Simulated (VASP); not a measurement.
A run of VASP 6.6.1 is set up as follows.

File INCAR:

```
ALGO     = Normal         # electronic algorithm
EDIFF    = 1E-6           # SCF threshold, eV
ENCUT    = 520            # plane-wave cutoff, eV
GGA      = PE             # functional
ISIF     = 2              # what is computed and relaxed
ISMEAR   = 0              # smearing method
LASPH    = T              # aspherical terms in the spheres
LCHARG   = T              # write CHGCAR
LELF     = T              # ELF
LREAL    = F              # projectors in reciprocal space
LVHAR    = T            
LWAVE    = F              # write WAVECAR
NBANDS   = 28             # bands
NELM     = 60             # most SCF steps
PREC     = Accurate       # precision mode
SIGMA    = 0.1            # smearing width, eV
```

Contents of KPOINTS:

```
k-points
0
Gamma
  6 6 6
```

Contents of POSCAR:

```
GaSn2
1.0
   -1.9578005566      1.9578005566      4.9118628071
    1.9578005566     -1.9578005566      4.9118628071
    1.9578005566      1.9578005566     -4.9118628071
Ga Sn
1 2
Direct
    0.0000000000      0.0000000000      0.0000000000
    0.6631471967      0.6631471967      0.0000000000
    0.3368528033      0.3368528033      0.0000000000
```

Potentials or basis: VASP PAW PBE potentials, release 64 (Ga_d, Sn_d).

Launch:

```bash
$ cat potpaw_PBE.64/Ga_d/POTCAR potpaw_PBE.64/Sn_d/POTCAR > POTCAR
$ mpirun -np 1 vasp_std > vasp.out
```

(1) Predict the largest force.

(2) What does it give for the pressure?

Answers

(1) 0.003 eV/Å.

(2) 0.0 GPa.

Caveat: the k points lie up to 0.38 Å⁻¹ apart.
